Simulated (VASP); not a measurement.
**HfO2: single point with PBE**

Crystal: HfO2.

```xyz
3
Lattice="0.0000 2.5488 2.6125 2.5488 0.0000 2.6125 2.5488 2.5488 0.0000" Properties=species:S:1:pos:R:3 pbc="T T T"
Hf    0.0000    0.0000    0.0000
O     1.2744    1.2744    1.3063
O     3.8232    3.8232    3.9188
```

This cell differs from its parent crystal: strain +0.000 along x and y, +0.025 along z.

```yaml
Program: VASP 6.6.1
Task: single point
Functional: PBE
Potentials_or_basis: VASP PAW PBE potentials, release 64 (Hf_pv, O)
Cutoff: 520 eV
k_mesh: 8 × 8 × 8
Occupations: gaussian, width 0.05 eV
Spin: no spin polarisation
```

```
Pressure               : -9.1 GPa
Band gap on the k mesh : 3.53 eV, indirect (least direct gap 3.57 eV)
```

Stress tensor (GPa, compression positive):
```
 -5.47   0.00   0.00
  0.00  -5.47   0.00
  0.00   0.00 -16.49
```

Levels at points of the mesh, in eV from the valence-band top:
| k point | band 8 | band 9 | band 10 | band 11 | band 12 | band 13 | band 14 | band 15 |
| --- | --- | --- | --- | --- | --- | --- | --- | --- |
| (0.00, 0.00, 0.00) | -5.17 | -0.89 | -0.57 | -0.57 | 3.53 | 3.80 | 5.45 | 9.78 |
| (0.50, 0.00, 0.00) | -3.07 | -2.73 | -1.89 | -1.85 | 4.31 | 4.41 | 6.50 | 8.83 |
| (0.50, 0.50, 0.00) | -3.44 | -1.47 | -1.47 | -0.25 | 3.60 | 5.19 | 5.93 | 7.61 |
| (0.50, 0.00, 0.50) | -3.40 | -1.79 | -1.37 | 0.00 | 3.57 | 5.21 | 6.29 | 7.66 |

Run time: 47 s on 1 thread of Intel(R) Xeon(R) Platinum 8488C (Sapphire Rapids) (shared host), peak memory 0.17 GiB.

Caveat: the cell differs from its parent crystal (strain +0.000 along x and y, +0.025 along z); spin-orbit coupling is left out, which moves the levels of the heavy elements. A k mesh can miss the band edges.
